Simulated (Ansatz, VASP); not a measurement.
Two plane-wave programs on Ge

File INCAR:

```
PREC     = Accurate       # precision mode
ENCUT    = 520            # plane-wave cutoff, eV
EDIFF    = 1E-6           # SCF threshold, eV
ISMEAR   = 0              # smearing method
SIGMA    = 0.1            # smearing width, eV
LREAL    = False          # projectors in reciprocal space
LASPH    = True           # aspherical terms in the spheres
NELM     = 100            # most SCF steps
ALGO     = Normal         # electronic algorithm
ISIF     = 2              # what is computed and relaxed
LWAVE    = False          # write WAVECAR
LCHARG   = False          # write CHGCAR
LDIPOL   = True         
IDIPOL   = 3            
DIPOL    = 0.5 0.5 0.500
GGA      = PE             # functional
IVDW     = 12             # dispersion correction
NBANDS   = 21             # bands
```

KPOINTS

```
Automatic mesh
0
Gamma
  12 12 1
```

POSCAR

```
Ge
1.0
    4.0300000000      0.0000000000      0.0000000000
   -2.0150000000      3.4900823773      0.0000000000
    0.0000000000      0.0000000000     28.0000000000
Ge
2
Direct
    0.3333333333      0.6666666667      0.5052321429
    0.6666666667      0.3333333333      0.4947678571
```

Input for Ansatz:

```yaml
crystal:
  lattice:
    - [4.03, 0.0, 0.0]
    - [-2.015, 3.4900823773, 0.0]
    - [0.0, 0.0, 28.0]
  atoms:
    - { symbol: Ge, position: [0.3333333333, 0.6666666667, 0.5052321429] }
    - { symbol: Ge, position: [0.6666666667, 0.3333333333, 0.4947678571] }
  periodic: [true, true, false]
basis:
  ecutwfc: 420
kpoints:
  mp_grid: { grid: [12, 12, 1] }
hamiltonian:
  xc: pbe
  pseudopotentials: { kind: paw, azcp: { folder: soft_1 } }
  dispersion: d3bj
scf:
  occupations: { method: gaussian, width: 0.1 }
output:
  forces: true
  stress: true
  eigenvalues: true
```

Alike in both runs: task single point; functional PBE; dispersion D3(BJ); k mesh 12 × 12 × 1; occupations gaussian, width 0.1 eV; no spin polarisation.

|  | VASP | Ansatz |
| --- | --- | --- |
| version | VASP 6.6.1 | Ansatz 0.2.0 |
| potentials or method | VASP PAW PBE potentials, release 64 (Ge_d), cutoff 520 eV | scalar-relativistic, plane waves, PAW |
| valence electrons in the cell | 28 | 28 |

|  | VASP | Ansatz | Ansatz less VASP |
| --- | --- | --- | --- |
| gap on the k mesh at the Fermi level (eV) | none | none | - |
| rms of the force components (eV/Å) | 0.340 | 0.344 | +0.0035 |

Atom by atom the forces differ by 0.004 eV/Å (rms over components). A gap of «none» marks a metal or a gap that the smearing closes.
